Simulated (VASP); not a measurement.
# Ta (Im-3m) in VASP: relaxation of cell and atoms with LDA

Aim: the relaxation of cell and atoms of Ta with LDA.

Everything below comes from runs of VASP 6.6.1. Logs are shortened: lines on timing, memory, paths and dates and some standing lists are left out, and cuts for length are marked.

### Step 1. The cell of the first run

The structure is cubic, space group Im-3m (No. 229). Conventional cell: a = 3.252 Å, b = 3.252 Å, c = 3.252 Å, α = 90.00°, β = 90.00°, γ = 90.00°. Ta (site symmetry m-3m) has 14 Ta at 2.82 to 3.25 Å within 3.7 Å.

### Step 2. Relaxation of cell and atoms, LDA, non-collinear spin, zero start, spin-orbit coupling

File INCAR:

```
SYSTEM = Ta
ALGO = Normal ; EDIFF = 1E-6
EDIFFG = -0.005 ; ENCUT = 600
GGA_COMPAT = .False. ; IBRION = 2
ISIF = 3 ; ISMEAR = -1
LASPH = .True. ; LCHARG = .False.
LMAXMIX = 4 ; LORBIT = 11
LORBMOM = .True. ; LREAL = .False.
LSORBIT = .True. ; LWAVE = .False.
MAGMOM = 0 0 0 ; NELM = 150
NSW = 45 ; PREC = Accurate
SIGMA = 0.05
```

File KPOINTS:

```
k-points
0
Gamma
  18 18 18
  0 0 0
```

File POSCAR:

```
Ta
1.0
   -1.6261418650      1.6261418650      1.6261418650
    1.6261418650     -1.6261418650      1.6261418650
    1.6261418650      1.6261418650     -1.6261418650
Ta
1
Direct
    0.0000000000      0.0000000000      0.0000000000
```

Potentials or basis: VASP PAW LDA potentials, release 64 (Ta_pv).

Started as:

```
cat potpaw_LDA.64/Ta_pv/POTCAR > POTCAR
mpirun -np 1 vasp_ncl > vasp.out
```

OUTCAR:

```text
SYSTEM = Ta
   EDIFF = 1E-6
   EDIFFG = -0.005
   ENCUT = 600
   IBRION = 2
   ISIF = 3
   ISMEAR = -1
   LASPH = .True.
   LORBIT = 11
   LREAL = .False.
   LSORBIT = .True.
   NELM = 150
   NSW = 45
   PREC = Accurate

 ion  position               nearest neighbor table
   1  0.000  0.000  0.000-

  LATTYP: Found a body centered cubic cell.
 ALAT       =     3.2522837300

  Lattice vectors:

 A1 = (  -1.6261418650,   1.6261418650,   1.6261418650)
 A2 = (   1.6261418650,  -1.6261418650,   1.6261418650)
 A3 = (   1.6261418650,   1.6261418650,  -1.6261418650)

Analysis of symmetry for initial positions (statically):
=====================================================================
 Subroutine PRICEL returns:
 Original cell was already a primitive cell.

 Routine SETGRP: Setting up the symmetry group for a
 body centered cubic supercell.

 Subroutine GETGRP returns: Found 48 space group operations
 (whereof 48 operations were pure point group operations)
 out of a pool of 48 trial point group operations.

The static configuration has the point symmetry O_h .

Analysis of symmetry for dynamics (positions and initial velocities):
=====================================================================
 Subroutine PRICEL returns:
 Original cell was already a primitive cell.

 Routine SETGRP: Setting up the symmetry group for a
 body centered cubic supercell.

 Subroutine GETGRP returns: Found 48 space group operations
 (whereof 48 operations were pure point group operations)
 out of a pool of 48 trial point group operations.

The dynamic configuration has the point symmetry O_h .

Analysis of structural, dynamic, and magnetic symmetry:
=====================================================================
 Subroutine PRICEL returns:
 Original cell was already a primitive cell.

 Routine SETGRP: Setting up the symmetry group for a
 body centered cubic supercell.

 Subroutine GETGRP returns: Found 48 space group operations
 (whereof 48 operations were pure point group operations)
 out of a pool of 48 trial point group operations.

The overall configuration has the point symmetry O_h .

 Subroutine INISYM returns: Found 48 space group operations
 (whereof 48 operations are pure point group operations),
 and found     1 'primitive' translations

----------------------------------------------------------------------------------------

                                     Primitive cell

  volume of cell :      17.2003

  direct lattice vectors                    reciprocal lattice vectors
    -1.626141865  1.626141865  1.626141865     0.000000000  0.307476248  0.307476248
     1.626141865 -1.626141865  1.626141865     0.307476248  0.000000000  0.307476248
     1.626141865  1.626141865 -1.626141865     0.307476248  0.307476248  0.000000000

  length of vectors
     2.816560330  2.816560330  2.816560330     0.434837081  0.434837081  0.434837081

  position of ions in fractional coordinates (direct lattice)
     0.000000000  0.000000000  0.000000000

  ion indices of the primitive-cell ions
   primitive index   ion index
                 1           1

----------------------------------------------------------------------------------------

 KPOINTS: k-points

Automatic generation of k-mesh.
 Grid dimensions read from file:
 generate k-points for:   18   18   18

 Generating k-lattice:

  Cartesian coordinates                     Fractional coordinates (reciprocal lattice)
     0.000000000  0.017082014  0.017082014     0.055555556  0.000000000  0.000000000
     0.017082014  0.000000000  0.017082014     0.000000000  0.055555556  0.000000000
     0.017082014  0.017082014  0.000000000     0.000000000  0.000000000  0.055555556

  Length of vectors
     0.024157616  0.024157616  0.024157616

  Shift w.r.t. Gamma in fractional coordinates (k-lattice)
     0.000000000  0.000000000  0.000000000

 Subroutine IBZKPT returns following result:
 ===========================================

 Found    195 irreducible k-points:

[... 58 lines left out ...]
   EMIN   =  10.00;   EMAX   =-10.00  energy-range for DOS
   EFERMI =   0.00;   METHOD = LEGACY
   ISMEAR =    -1;   SIGMA  =   0.05  broadening in eV -4-tet -1-fermi 0-gaus
   EFERMI_NEDOS =   21; number of points for ismear=-14 and -15
   IALGO  =     38    algorithm
   IMIX   =      4    mixing-type and parameters
     AMIX     =   0.40;   BMIX     =  1.00
     AMIX_MAG =   1.60;   BMIX_MAG =  1.00
  volume/ion in A,a.u.               =      17.20       116.07
  Fermi-wavevector in a.u.,A,eV,Ry     =   1.410460  2.665382 27.067377  1.989396
  Thomas-Fermi vector in A             =   2.532411
   LORBIT       =     11    0 simple, 1 ext, 2 COOP (PROOUT), +10 PAW based schemes
   GGA     = CA    functional components
   LHFCALC =     F    Hartree Fock is set to
   AEXX    =    0.0000 exact exchange contribution
   IVDW    =     0    specifies the selected vdW correction
   LEPSILON=     F    determine dielectric tensor
   LRPA    =     F    only Hartree local field effects (RPA)
 conjugate gradient relaxation of ions
  energy-cutoff  :      600.00
  volume of cell :       17.20
 maximum number of plane-waves:      1206
   NGX = 11   NGY = 11   NGZ = 11

--------------------------------------- Ionic step        1  -------------------------------------------

 number of electron      11.0000000 magnetization       0.0000000      0.0000000      0.0000000

 number of electron      10.9999999 magnetization      -0.0000000      0.0000000     -0.0000000

 number of electron      10.9999999 magnetization       0.0000000     -0.0000000      0.0000000

 Free energy of the ion-electron system (eV)
  ---------------------------------------------------
  ext. energy  EPLUGINS =         0.00000000
  ---------------------------------------------------
  free energy    TOTEN  =       -13.56663917 eV

  energy without entropy =      -13.55621002  energy(sigma->0) =      -13.56142460

------------------------ aborting loop because EDIFF is reached ----------------------------------------

  FORCE on cell =-STRESS in cart. coord.  units (eV):
  Direction    XX          YY          ZZ          XY          YZ          ZX
  --------------------------------------------------------------------------------------
  -------------------------------------------------------------------------------------
  Total        0.0838230      0.0838230      0.0838230      0.0000000      0.0000000     -0.0000000
  in kB        7.8079806      7.8079806      7.8079806      0.0000000      0.0000000     -0.0000000
  external PRESSURE =       7.8079806 kB  Pullay stress =       0.0000000 kB
[... 172 lines left out ...]
 number of electron      11.0000000 magnetization       0.0000000      0.0000000      0.0000000

 number of electron      11.0000000 magnetization      -0.0000000     -0.0000000     -0.0000000

 Free energy of the ion-electron system (eV)
  ---------------------------------------------------
  ext. energy  EPLUGINS =         0.00000000
  ---------------------------------------------------
  free energy    TOTEN  =       -13.56677401 eV

  energy without entropy =      -13.55637302  energy(sigma->0) =      -13.56157351

 E-fermi :   5.7385     XC(G=0): -13.0145

 val. band max:        5.7280380723   @ k =  -0.2778   0.3889   0.1111
 cond. band min:       5.7491433453   @ k =   0.3889   0.2222   0.0000
 fundamental gap:      0.0211052731
 Fermi energy:         5.7385068185

 k-point     1 :       0.0000    0.0000    0.0000
  band No.  band energies     occupation
      1     -32.4746      1.00000
      2     -32.4746      1.00000
      3     -24.3911      1.00000
      4     -24.3911      1.00000
      5     -24.3911      1.00000
      6     -24.3911      1.00000
[... 481 lines left out ...]
      5     -24.7041      1.00000
      6     -24.7041      1.00000
[... 10 lines left out ...]
     17      14.0599      0.00000
     18      14.0599      0.00000

 [... further k-points ...]

------------------------ aborting loop because EDIFF is reached ----------------------------------------

  FORCE on cell =-STRESS in cart. coord.  units (eV):
  Direction    XX          YY          ZZ          XY          YZ          ZX
  --------------------------------------------------------------------------------------
  -------------------------------------------------------------------------------------
  Total        0.0038611      0.0038611      0.0038611     -0.0000000     -0.0000000      0.0000000
  in kB        0.3584847      0.3584847      0.3584847     -0.0000000     -0.0000000      0.0000000
  external PRESSURE =       0.3584847 kB  Pullay stress =       0.0000000 kB
[... 16 lines left out ...]
  FREE ENERGIE OF THE ION-ELECTRON SYSTEM (eV)
  ---------------------------------------------------
  free  energy   TOTEN  =       -13.5667740075 eV

  energy  without entropy=      -13.5563730181  energy(sigma->0) =      -13.56157351

 reached required accuracy - stopping structural energy minimisation

 orbital moment (x)

 # of ion     p       d       tot
 ----------------------------------------
  1         0.000  -0.000  -0.000
 ----------------------------------------
            0.000  -0.000  -0.000

 orbital moment (y)

 # of ion     p       d       tot
 ----------------------------------------
  1        -0.000   0.000   0.000
 ----------------------------------------
           -0.000   0.000   0.000

 orbital moment (z)

 # of ion     p       d       tot
 ----------------------------------------
  1         0.000   0.000   0.000
 ----------------------------------------
            0.000   0.000   0.000

 Spin-Orbit-Coupling matrix elements

 Ion:    1  E_soc:     -1.4488535
 l=   1
     0.0000000    -0.2200071    -0.2200071
    -0.2200071     0.0000000    -0.2200071
    -0.2200071    -0.2200071     0.0000000
 l=   2
     0.0000000    -0.0054449     0.0000000    -0.0054449    -0.0160235
    -0.0054449     0.0000000    -0.0120176    -0.0054449    -0.0040059
     0.0000000    -0.0120176     0.0000000    -0.0120176     0.0000000
    -0.0054449    -0.0054449    -0.0120176     0.0000000    -0.0040059
    -0.0160235    -0.0040059     0.0000000    -0.0040059     0.0000000
 l=   3
     0.0000000     0.0000000     0.0000000     0.0000000     0.0000000     0.0000000     0.0000000
     0.0000000     0.0000000     0.0000000     0.0000000     0.0000000     0.0000000     0.0000000
     0.0000000     0.0000000     0.0000000     0.0000000     0.0000000     0.0000000     0.0000000
     0.0000000     0.0000000     0.0000000     0.0000000     0.0000000     0.0000000     0.0000000
     0.0000000     0.0000000     0.0000000     0.0000000     0.0000000     0.0000000     0.0000000
     0.0000000     0.0000000     0.0000000     0.0000000     0.0000000     0.0000000     0.0000000
     0.0000000     0.0000000     0.0000000     0.0000000     0.0000000     0.0000000     0.0000000

 total charge

# of ion       s       p       d       tot
------------------------------------------
    1        0.381   6.169   2.500   9.049

 magnetization (x)

# of ion       s       p       d       tot
------------------------------------------
    1        0.000  -0.000   0.000   0.000

 magnetization (y)

# of ion       s       p       d       tot
------------------------------------------
    1       -0.000  -0.000   0.000  -0.000

 magnetization (z)

# of ion       s       p       d       tot
------------------------------------------
    1        0.000   0.000   0.000   0.000
```

Wall time 7.7 min (1 thread of Intel Xeon Platinum 8375C at 2.90GHz (Ice Lake), shared host); peak memory 0.25 GiB.

Results:

- Free energy: -13.5668 eV
- Relaxed volume: 17.26 Å³/atom
- Relaxed cell: a = 2.820 Å, b = 2.820 Å, c = 2.820 Å, α = 109.47°, β = 109.47°, γ = 109.47°
- Space group after relaxing (to 0.1 Å): Im-3m (No. 229)
- Energy gained by relaxing: 0.1 meV/atom
- Ionic steps: 6
- Pressure after relaxing: 0.0 GPa
- Net moment: 0.00 μB per cell
- Valence electrons inside the program's atomic spheres: Ta 9.05

The path:
```
step  energy change (eV)  largest force (eV/Å)  pressure (GPa)  volume (Å³)
   1              0.0000                0.0000            0.78        17.20
   2              0.0008                0.0000           -1.89        17.41
   3             -0.0001                0.0000           -0.13        17.26
   4             -0.0001                0.0000            0.08        17.25
   5             -0.0001                0.0000            0.07        17.25
   6             -0.0001                0.0000            0.04        17.26
```

Final structure:
```yaml
crystal:
  lattice:
    - [-1.62791, 1.62791, 1.62791]
    - [1.62791, -1.62791, 1.62791]
    - [1.62791, 1.62791, -1.62791]
  atoms:
    - { symbol: Ta, position: [0.00000, 0.00000, 0.00000] }
```

Moments on the atoms (μB; x, y, z):
```
Ta  0.00 0.00 0.00
```
